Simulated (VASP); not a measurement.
Input of a VASP 6.6.1 run:

Contents of INCAR:

```
SYSTEM = Si16Ge
PREC = Accurate
ENCUT = 520
EDIFF = 1E-7
ISMEAR = -1
SIGMA = 0.05
LREAL = Auto
LASPH = .TRUE.
NELM = 100
ALGO = Normal
ISIF = 2
LWAVE = .FALSE.
LCHARG = .FALSE.
GGA = PS
NBANDS = 53
```

Contents of KPOINTS:

```
Automatic mesh
0
G
  2 2 2
  0 0 0
```

Contents of POSCAR:

```
Si16Ge
1.0
    0.0000000000      5.4300000000      5.4300000000
    5.4300000000      0.0000000000      5.4300000000
    5.4300000000      5.4300000000      0.0000000000
Si Ge
16 1
Direct
   -0.0615203499      0.0210188766      0.0202339779
    0.1175759669      0.1125441068      0.1100704420
    0.0117975138     -0.0230903315      0.5058989871
    0.1174373849      0.1124143646      0.6597147330
    0.0114514733      0.5071199816     -0.0246833333
    0.1168372928      0.6602798343      0.1112984346
    0.0114964088      0.5067498158      0.5059669429
    0.1728171271      0.6098311234      0.6084504604
    0.4946180479     -0.0046482505     -0.0056867403
    0.5659623389      0.1450100368      0.1443262431
    0.4945093923     -0.0045659300      0.5153368324
    0.6397969613      0.1132306630      0.6232851750
    0.4937548803      0.5160548803     -0.0050756906
    0.6394988029      0.6242266114      0.1120385820
    0.5465157459      0.4851698895      0.4839881215
    0.6394837017      0.6242689687      0.6238686004
    1.1562033149      0.2817340700      0.2805699816
```

Potentials or basis: VASP PAW PBE potentials, release 64 (Si, Ge_d).

The run is started by

```console
$ cat potpaw_PBE.64/Si/POTCAR potpaw_PBE.64/Ge_d/POTCAR > POTCAR
$ mpirun -np 1 vasp_std > vasp.out
```

Task: Predict the band gap on the k mesh.

Result: Zero (bands 39 and 40 overlap by 0.16 eV).

Task: What does it give for the largest force?

Result: 0.214 eV/Å.

Task: Estimate the pressure.

Result: 3.8 GPa.

Stress tensor (GPa, compression positive):
```
 3.80  0.75  0.76
 0.75  3.80 -0.74
 0.76 -0.74  3.83
```

Caveat: the k points lie up to 0.50 Å⁻¹ apart; the PAW data sets were made with another functional, which shifts forces and pressure a little.
